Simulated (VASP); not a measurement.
# Be4Se3 (F-43m) in VASP: further runs, part 2 of 2

VASP 6.6.1.

## 5. Single point, PBE

This run uses another cell than the first one, of 16.73 Å³/atom, 1.005 times its volume.

File INCAR:

```
SYSTEM = Be4Se3
PREC     = Accurate       ! precision mode
ENCUT    = 520            ! plane-wave cutoff, eV
EDIFF    = 1E-6           ! SCF threshold, eV
ISMEAR   = 0              ! smearing method
SIGMA    = 0.1            ! smearing width, eV
LREAL    = .False.        ! projectors in reciprocal space
LASPH    = .True.         ! aspherical terms in the spheres
NELM     = 100            ! most SCF steps
ALGO     = Normal         ! electronic algorithm
ISIF     = 2              ! what is computed and relaxed
LWAVE    = .False.        ! write WAVECAR
LCHARG   = .True.         ! write CHGCAR
GGA      = PE             ! functional
LELF     = .True.         ! ELF
LVHAR    = .True.       
NBANDS   = 22             ! bands
```

File KPOINTS:

```
regular mesh
0
Gamma
  8 8 8
  0 0 0
```

File POSCAR:

```
Be4Se3
1.0
    0.0000000000      3.8830082220      3.8830082220
    3.8830082220      0.0000000000      3.8830082220
    3.8830082220      3.8830082220      0.0000000000
Be Se
4 3
Direct
    0.9034787444      0.2895637667      0.9034787444
    0.9034787444      0.9034787444      0.9034787444
    0.2895637667      0.9034787444      0.9034787444
    0.9034787444      0.9034787444      0.2895637667
    0.7500000000      0.7500000000      0.7500000000
    0.2500000000      0.2500000000      0.2500000000
    0.5000000000      0.5000000000      0.5000000000
```

Potentials or basis: VASP PAW PBE potentials, release 64 (Be, Se).

Run with:

```
$ cat potpaw_PBE.64/Be/POTCAR potpaw_PBE.64/Se/POTCAR > POTCAR
$ mpirun -np 1 vasp_std > vasp.out
```

OUTCAR:

```text
SYSTEM = Be4Se3
   PREC = Accurate
   ENCUT = 520
   EDIFF = 1E-6
   ISMEAR = 0
   LREAL = .False.
   LASPH = .True.
   NELM = 100
   ISIF = 2
   GGA = PE

 ion  position               nearest neighbor table
   1  0.903  0.290  0.903-   5 2.06   3 2.12   4 2.12   2 2.12
   2  0.903  0.903  0.903-   5 2.06   3 2.12   4 2.12   1 2.12
   3  0.290  0.903  0.903-   5 2.06   2 2.12   4 2.12   1 2.12
   4  0.903  0.903  0.290-   5 2.06   2 2.12   3 2.12   1 2.12
   5  0.750  0.750  0.750-   2 2.06   1 2.06   3 2.06   4 2.06
   6  0.250  0.250  0.250-
   7  0.500  0.500  0.500-

  LATTYP: Found a face centered cubic cell.
 ALAT       =     7.7660164440

  Lattice vectors:

 A1 = (   0.0000000000,   3.8830082220,   3.8830082220)
 A2 = (   3.8830082220,   0.0000000000,   3.8830082220)
 A3 = (   3.8830082220,   3.8830082220,   0.0000000000)

Analysis of symmetry for initial positions (statically):
=====================================================================
 Subroutine PRICEL returns:
 Original cell was already a primitive cell.

 Routine SETGRP: Setting up the symmetry group for a
 face centered cubic supercell.

 Subroutine GETGRP returns: Found 24 space group operations
 (whereof 24 operations were pure point group operations)
 out of a pool of 48 trial point group operations.

The static configuration has the point symmetry T_d .

Analysis of symmetry for dynamics (positions and initial velocities):
=====================================================================
 Subroutine PRICEL returns:
 Original cell was already a primitive cell.

 Routine SETGRP: Setting up the symmetry group for a
 face centered cubic supercell.

 Subroutine GETGRP returns: Found 24 space group operations
 (whereof 24 operations were pure point group operations)
[... 127 lines left out ...]
   ISMEAR =     0;   SIGMA  =   0.10  broadening in eV -4-tet -1-fermi 0-gaus
   EFERMI_NEDOS =   21; number of points for ismear=-14 and -15
   IALGO  =     38    algorithm
   IMIX   =      4    mixing-type and parameters
     AMIX     =   0.40;   BMIX     =  1.00
     AMIX_MAG =   1.60;   BMIX_MAG =  1.00
  volume/ion in A,a.u.               =      16.73       112.88
  Fermi-wavevector in a.u.,A,eV,Ry     =   0.991336  1.873354 13.371091  0.982747
  Thomas-Fermi vector in A             =   2.123070
   LORBIT       =      0    0 simple, 1 ext, 2 COOP (PROOUT), +10 PAW based schemes
   GGA     = PE    functional components
   LHFCALC =     F    Hartree Fock is set to
   AEXX    =    0.0000 exact exchange contribution
   IVDW    =     0    specifies the selected vdW correction
   LEPSILON=     F    determine dielectric tensor
   LRPA    =     F    only Hartree local field effects (RPA)
 non-spin polarized calculation
 Gauss-broadening in eV      SIGMA  =   0.10
  energy-cutoff  :      520.00
  volume of cell :      117.09
 maximum number of plane-waves:      3180
 NGX is ok and might be reduce to    42
   NGX = 21   NGY = 21   NGZ = 21

 number of electron      25.9999996 magnetization

 Free energy of the ion-electron system (eV)
  ---------------------------------------------------
  ext. energy  EPLUGINS =         0.00000000
  ---------------------------------------------------
  free energy    TOTEN  =       -22.49653266 eV

  energy without entropy =      -22.48523657  energy(sigma->0) =      -22.49088462

 E-fermi :   4.0136     XC(G=0):  -9.5486

 val. band max:        4.0065449291   @ k =  -0.2500   0.3750   0.1250
 cond. band min:       4.0167891250   @ k =  -0.3750   0.3750   0.0000
 fundamental gap:      0.0102441959
 Fermi energy:         4.0136288849

 k-point     1 :       0.0000    0.0000    0.0000
  band No.  band energies     occupation
      1     -10.8088      2.00000
      2      -8.6923      2.00000
      3      -7.1838      2.00000
      4      -1.8791      2.00000
      5      -1.2219      2.00000
      6      -1.2219      2.00000
[... 589 lines left out ...]
     21       9.3648      0.00000
     22       9.7933      0.00000

 [... further k-points ...]
[... 5 lines left out ...]
  --------------------------------------------------------------------------------------
  -------------------------------------------------------------------------------------
  Total        0.0892810      0.0892810      0.0892810      0.0000000      0.0000000      0.0000000
  in kB        1.2216161      1.2216161      1.2216161      0.0000000      0.0000000      0.0000000
  external PRESSURE =       1.2216161 kB  Pullay stress =       0.0000000 kB

 VOLUME and BASIS-vectors are now :
 -----------------------------------------------------------------------------
  energy-cutoff  :      520.00
  volume of cell :      117.09
      direct lattice vectors                 reciprocal lattice vectors
     0.000000000  3.883008222  3.883008222    -0.128766145  0.128766145  0.128766145
     3.883008222  0.000000000  3.883008222     0.128766145 -0.128766145  0.128766145
     3.883008222  3.883008222  0.000000000     0.128766145  0.128766145 -0.128766145

 POSITION                                       TOTAL-FORCE (eV/Angst)
 -----------------------------------------------------------------------------------
      4.63259      7.01643      4.63259        -0.007592      0.007592     -0.007592
      7.01643      7.01643      7.01643         0.007592      0.007592      0.007592
      7.01643      4.63259      4.63259         0.007592     -0.007592     -0.007592
      4.63259      4.63259      7.01643        -0.007592     -0.007592      0.007592
      5.82451      5.82451      5.82451        -0.000000     -0.000000     -0.000000
      1.94150      1.94150      1.94150        -0.000000     -0.000000      0.000000
      3.88301      3.88301      3.88301        -0.000000     -0.000000      0.000000
 -----------------------------------------------------------------------------------
    total drift:                               -0.000000     -0.000000     -0.000000

  FREE ENERGIE OF THE ION-ELECTRON SYSTEM (eV)
  ---------------------------------------------------
  free  energy   TOTEN  =       -22.4965326597 eV

  energy  without entropy=      -22.4852365733  energy(sigma->0) =      -22.49088462
```

OSZICAR:

```text
N       E                     dE             d eps       ncg     rms          rms(c)
DAV:   1     0.881446241826E+02    0.88145E+02   -0.10466E+04  1276   0.996E+02
DAV:   2    -0.148375834979E+02   -0.10298E+03   -0.98388E+02  1592   0.162E+02
DAV:   3    -0.231457351983E+02   -0.83082E+01   -0.81400E+01  1724   0.500E+01
DAV:   4    -0.232639690105E+02   -0.11823E+00   -0.11801E+00  1532   0.595E+00
DAV:   5    -0.232651953477E+02   -0.12263E-02   -0.12260E-02  1652   0.674E-01    0.659E+00
DAV:   6    -0.226798093754E+02    0.58539E+00   -0.56957E+00  1396   0.616E+00    0.389E+00
DAV:   7    -0.225258182414E+02    0.15399E+00   -0.76064E-01  1444   0.294E+00    0.261E+00
DAV:   8    -0.224999118371E+02    0.25906E-01   -0.21726E-01  1462   0.192E+00    0.645E-01
DAV:   9    -0.224968960055E+02    0.30158E-02   -0.25829E-02  1584   0.703E-01    0.242E-01
DAV:  10    -0.224965465667E+02    0.34944E-03   -0.71897E-03  1402   0.302E-01    0.974E-02
DAV:  11    -0.224965288512E+02    0.17716E-04   -0.98869E-04  1534   0.150E-01    0.366E-02
DAV:  12    -0.224965308393E+02   -0.19882E-05   -0.80831E-05  1548   0.403E-02    0.193E-02
DAV:  13    -0.224965325480E+02   -0.17086E-05   -0.12465E-05  1522   0.180E-02    0.337E-03
DAV:  14    -0.224965326597E+02   -0.11177E-06   -0.85733E-07   908   0.494E-03
   1 F= -.22496533E+02 E0= -.22490885E+02  d E =-.112961E-01
```

It took 58 s on 1 thread of Intel Xeon Platinum 8488C (Sapphire Rapids), shared host; peak memory 0.27 GiB.

What came out:

- Free energy: -22.4965 eV
- Pressure: 0.1 GPa
- Largest force: 0.013 eV/Å
- Band gap on the k mesh: zero (band 13 reaches 4.02 eV, above the bottom of band 14 at 3.90 eV)

Forces on the atoms (eV/Å):
```
Be  -0.008  0.008 -0.008
Be   0.008  0.008  0.008
Be   0.008 -0.008 -0.008
Be  -0.008 -0.008  0.008
Se   0.000  0.000  0.000
Se   0.000  0.000  0.000
Se   0.000  0.000  0.000
```

## 6. Relaxation of cell and atoms, PBE

This run uses another cell than the first one, of 16.71 Å³/atom, 1.004 times its volume.

File INCAR:

```
PREC = Accurate ; ENCUT = 600
EDIFF = 1E-7 ; ISMEAR = 0
SIGMA = 0.1 ; LREAL = False
LASPH = True ; NELM = 100
ALGO = Normal ; ISIF = 3
LWAVE = False ; LCHARG = False
GGA = PE ; IBRION = 2
NSW = 100 ; EDIFFG = -0.01
```

File KPOINTS:

```
Automatic mesh
0
Gamma
  8 8 8
```

File POSCAR:

```
Be4Se3
1.0
    0.0000000000      3.8818586422      3.8818586422
    3.8818586422      0.0000000000      3.8818586422
    3.8818586422      3.8818586422      0.0000000000
Be Se
4 3
Direct
    0.9034648216      0.2896055352      0.9034648216
    0.9034648216      0.9034648216      0.9034648216
    0.2896055352      0.9034648216      0.9034648216
    0.9034648216      0.9034648216      0.2896055352
    0.7500000000      0.7500000000      0.7500000000
    0.2500000000      0.2500000000      0.2500000000
    0.5000000000      0.5000000000      0.5000000000
```

Potentials or basis: VASP PAW PBE potentials, release 64 (Be, Se).

Run with:

```
$ cat potpaw_PBE.64/Be/POTCAR potpaw_PBE.64/Se/POTCAR > POTCAR
$ mpirun -np 1 vasp_std > vasp.out
```

Wall time 1.8 min (1 thread of Intel Xeon Platinum 8488C (Sapphire Rapids), shared host); peak memory 0.36 GiB.

It converged, with:

```yaml
Free_energy: -22.4968 eV
Relaxed_volume: 16.75 Å³/atom
Relaxed_cell: a = 5.494 Å, b = 5.494 Å, c = 5.494 Å, α = 60.00°, β = 60.00°, γ = 60.00°
Space_group_after_relaxing_to_0.05_Å: F-43m (No. 216)
Energy_gained_by_relaxing: 0.0 meV/atom
Ionic_steps: 3
Pressure_after_relaxing: 0.0 GPa
Largest_force_after_relaxing: 0.009 eV/Å
Band_gap_on_the_k_mesh: zero (band 13 reaches 4.00 eV, above the bottom of band 14 at 3.88 eV)
```

Forces in eV/Å, atoms in the order of the input:
```
Be   0.005 -0.005  0.005
Be  -0.005 -0.005 -0.005
Be  -0.005  0.005  0.005
Be   0.005  0.005 -0.005
Se   0.000  0.000  0.000
Se   0.000  0.000  0.000
Se   0.000  0.000  0.000
```

The path:
| step | energy change (eV) | largest force (eV/Å) | pressure (GPa) | volume (Å³) |
| --- | --- | --- | --- | --- |
| 1 | 0.0000 | 0.0206 | 0.18 | 116.99 |
| 2 | -0.0002 | 0.0136 | -0.01 | 117.31 |
| 3 | -0.0002 | 0.0088 | 0.02 | 117.26 |

Final structure:
```
CELL_PARAMETERS angstrom
0.00000 3.88489 3.88489
3.88489 0.00000 3.88489
3.88489 3.88489 0.00000
ATOMIC_POSITIONS crystal
Be 0.90353 0.28942 0.90353
Be 0.90353 0.90353 0.90353
Be 0.28942 0.90353 0.90353
Be 0.90353 0.90353 0.28942
Se 0.75000 0.75000 0.75000
Se 0.25000 0.25000 0.25000
Se 0.50000 0.50000 0.50000
```

Levels at points of the mesh, in eV from the Fermi level:
```csv
k point,band 10,band 11,band 12,band 13,band 14,band 15,band 16,band 17
"(0.00, 0.00, 0.00)",-2.72,-2.62,-2.62,-2.62,0.62,0.62,1.97,1.97
"(0.50, 0.00, 0.00)",-2.45,-1.06,-1.06,-0.33,0.72,0.72,1.24,3.64
"(0.50, 0.50, 0.00)",-2.40,-1.12,-0.08,-0.08,0.88,1.51,1.51,1.91
```

## 7. The runs side by side

| task | cell | k mesh | cutoff (eV) | gap on the mesh (eV) | pressure (GPa) | relaxed volume (Å³/atom) | largest force (eV/Å) |
| --- | --- | --- | --- | --- | --- | --- | --- |
| single point | a = 5.483 Å, angles 60.0°, 7 atoms | 4 × 4 × 4 | 520 | 0.07 | 1.7 | - | 1.72 |
| single point | a = 5.490 Å, angles 60.0°, 7 atoms | 4 × 4 × 4 | 520 | none | 0.2 | - | 0.03 |
| relaxation of cell and atoms | relaxed from a = 5.483 Å, angles 60.0°, 7 atoms | 4 × 4 × 4 | 600 | none | -0.1 | 16.79 | 0.02 |
| single point | a = 5.491 Å, angles 60.0°, 7 atoms | 8 × 8 × 8 | 520 | none | 0.1 | - | 0.01 |
| relaxation of cell and atoms | relaxed from a = 5.490 Å, angles 60.0°, 7 atoms | 8 × 8 × 8 | 600 | none | 0.0 | 16.75 | 0.01 |

Alike in all rows: level PBE; potentials or basis VASP PAW PBE potentials, release 64 (Be, Se); no spin polarisation; smearing gaussian 0.1 eV.

Caveats: forces of over 1 eV/Å act on the atoms, so gaps and moduli don't describe the material at rest (some runs).

Absolute energies hang on the potentials; compare differences alone.
